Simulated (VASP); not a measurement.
Wanted: the native input for a VASP 6.6.1 run.

```
Task                   : single point
Functional             : LDA
Potentials or basis    : VASP PAW LDA potentials, release 64 (Ce)
Cutoff                 : 520 eV
k mesh                 : 10 × 10 × 10
Occupations            : fermi-dirac, width 0.05 eV
Spin                   : collinear spin, ferromagnetic start
Starting moments       : [1.0] μB
Dipole correction      : no
Further INCAR settings : ALGO = Normal; EDIFF = 1e-06; NBANDS = 16
```

The structure of Ce lies in POSCAR:

```
Ce
1.0
   -1.9170345395      1.9170345395      1.9170345395
    1.9170345395     -1.9170345395      1.9170345395
    1.9170345395      1.9170345395     -1.9170345395
Ce
1
Direct
    0.0000000000      0.0000000000      0.0000000000
```

This isn't the form of Ce at room conditions, which is fcc.

These files were run (other wordings do the same):

INCAR

```
SYSTEM = Ce
PREC = Accurate
ENCUT = 520
EDIFF = 1E-6
ISMEAR = -1
SIGMA = 0.05
LREAL = .False.
LASPH = .True.
NELM = 150
ALGO = Normal
ISIF = 2
LWAVE = .False.
LCHARG = .True.
ISPIN = 2
MAGMOM = 1
LORBIT = 11
LMAXMIX = 6
GGA = CA
LELF = .True.
LVHAR = .True.
NBANDS = 16
```

KPOINTS

```
regular mesh
0
Gamma
  10 10 10
  0 0 0
```

Potentials or basis: VASP PAW LDA potentials, release 64 (Ce).

Command:

```console
$ cat potpaw_LDA.64/Ce/POTCAR > POTCAR
$ mpirun -np 1 vasp_std > vasp.out
```

Results of the run:

* Pressure: -6.6 GPa
* Band gap on the k mesh: zero (filled and empty bands overlap)
* Net moment: 0.00 μB per cell
* Valence electrons inside the program's atomic spheres: Ce 9.87

Caveat: the magnetic or orbital state may not be the lowest; the cell stands under tension; spin-orbit coupling is left out, which moves the levels of the heavy elements; semilocal functionals describe open f shells poorly, which spoils levels, moments and volumes.

It took 2.4 min on 1 thread of Intel Xeon 8259CL, on a shared host, peak memory 0.19 GiB.
